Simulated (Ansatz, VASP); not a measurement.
## Two plane-wave programs on VTeSe

Contents of INCAR:

```
SYSTEM = VTeSe
  PREC = Accurate
  ENCUT = 520
  EDIFF = 1E-6
  ISMEAR = 0
  SIGMA = 0.1
  LREAL = .False.
  LASPH = .True.
  NELM = 150
  ALGO = Normal
  ISIF = 2
  LWAVE = .False.
  LCHARG = .False.
  ISPIN = 2
  MAGMOM = 2 0 0
  LORBIT = 11
  LMAXMIX = 4
  GGA = PE
  NBANDS = 24
```

File KPOINTS:

```
Automatic mesh
0
Gamma
  6 6 4
  0 0 0
```

The input POSCAR:

```
VTeSe
1.0
    4.4869945800      0.0000000000      0.0000000000
   -2.2434972900      3.8858512900      0.0000000000
    0.0000000000      0.0000000000      5.4434729800
V Te Se
1 1 1
Direct
    0.3333333300      0.6666666700      0.5000000000
    0.6666666700      0.3333333300      0.5000000000
    0.0000000000      0.0000000000      0.0000000000
```

Input for Ansatz:

```yaml
crystal:
  lattice:
    - [4.48699458, 0.0, 0.0]
    - [-2.24349729, 3.88585129, 0.0]
    - [0.0, 0.0, 5.44347298]
  atoms:
    - { symbol: V, position: [0.33333333, 0.66666667, 0.5], spin: 2.0 }
    - { symbol: Te, position: [0.66666667, 0.33333333, 0.5] }
    - { symbol: Se, position: [0.0, 0.0, 0.0] }
basis:
  ecutwfc: 420
kpoints:
  mp_grid: { grid: [6, 6, 4] }
hamiltonian:
  xc: pbe
scf:
  occupations: { method: gaussian, width: 0.1 }
  lower_state_search: "off"
output:
  forces: true
  stress: true
  eigenvalues: true
  populations: true
magnetization:
  spin_polarized: true
```

Change from the starting cell: species swapped into the BaAlSi type (P-6m2, No. 187).

Alike in both runs: task single point; functional PBE; k mesh 6 × 6 × 4; occupations gaussian, width 0.1 eV; collinear spin.

|  | VASP | Ansatz |
| --- | --- | --- |
| version | VASP 6.6.1 | Ansatz 0.2.0 |
| potentials or method | VASP PAW PBE potentials, release 64 (V_sv, Te, Se), cutoff 520 eV | scalar-relativistic, plane waves, PAW |
| valence electrons in the cell | 25 | 45 |

Ansatz gave:

* gap on the k mesh at the Fermi level (eV): none
* pressure (GPa): -2.8
* traceless stress, the component that is largest in VASP (GPa): -4.67
* net moment per atom (μB): 0.39
* size of the moment on the site where the two differ most (μB): 0.96

Problem. Estimate VASP's values.

Solution. gap on the k mesh at the Fermi level (eV): none; pressure (GPa): -2.8; traceless stress, the component that is largest in VASP (GPa): -4.70; net moment per atom (μB): 0.39; size of the moment on the site where the two differ most (μB): 0.64.

Site moments also hang on the region over which each program counts them. A gap of «none» marks a metal or a gap that the smearing closes. VASP's potentials hold 25 valence electrons a cell and Ansatz's 45, so a difference there can come from the potentials and not from the codes.

Spin-orbit coupling is off throughout.
